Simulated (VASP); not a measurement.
Wanted: the native input for a VASP 6.6.1 run.

- Task: single point
- Functional: PBEsol
- Potentials or basis: VASP PAW PBE potentials, release 64 (Mg, S)
- Cutoff: 520 eV
- k mesh: 6 × 6 × 6
- Occupations: gaussian, width 0.01 eV
- Spin: non-collinear spin, zero start, spin-orbit coupling
- Starting moments: [[0.0, 0.0, 0.0], [0.0, 0.0, 0.0]] μB
- Dipole correction: no
- Further INCAR settings: ALGO = Normal; EDIFF = 1e-07; NBANDS = 20

The structure of MgS (xso) lies in POSCAR:

```
MgS
1.0
    0.0000000000      2.6000000000      2.6000000000
    2.6000000000      0.0000000000      2.6000000000
    2.6000000000      2.6000000000      0.0000000000
Mg S
1 1
Direct
    0.0000000000      0.0000000000      0.0000000000
    0.5000000000      0.5000000000      0.5000000000
```

One way to write it, as run:

INCAR

```
  PREC = Accurate
  ENCUT = 520
  EDIFF = 1E-7
  ISMEAR = 0
  SIGMA = 0.01
  LREAL = F
  LASPH = T
  NELM = 150
  ALGO = Normal
  ISIF = 2
  LWAVE = F
  LCHARG = F
  MAGMOM = 0 0 0 0 0 0
  LORBIT = 11
  LSORBIT = T
  GGA_COMPAT = F
  LORBMOM = T
  GGA = PS
  NBANDS = 20
```

KPOINTS

```
Automatic mesh
0
Gamma
  6 6 6
```

Potentials or basis: VASP PAW PBE potentials, release 64 (Mg, S).

The run is started by

```sh
$ cat potpaw_PBE.64/Mg/POTCAR potpaw_PBE.64/S/POTCAR > POTCAR
$ mpirun -np 1 vasp_ncl > vasp.out
```

Results of the run:

| Item | Value |
| --- | --- |
| Pressure | -1.0 GPa |
| Net moment | 0.00 μB per cell |
| Valence electrons inside the program's atomic spheres | Mg 0.31; S 3.79 |

Caveat: the PAW data sets were made with another functional, which shifts forces and pressure a little.

Run time: 24 s on 1 thread of Intel(R) Xeon(R) Platinum 8488C (Sapphire Rapids), with other jobs on the host, peak memory 0.24 GiB.
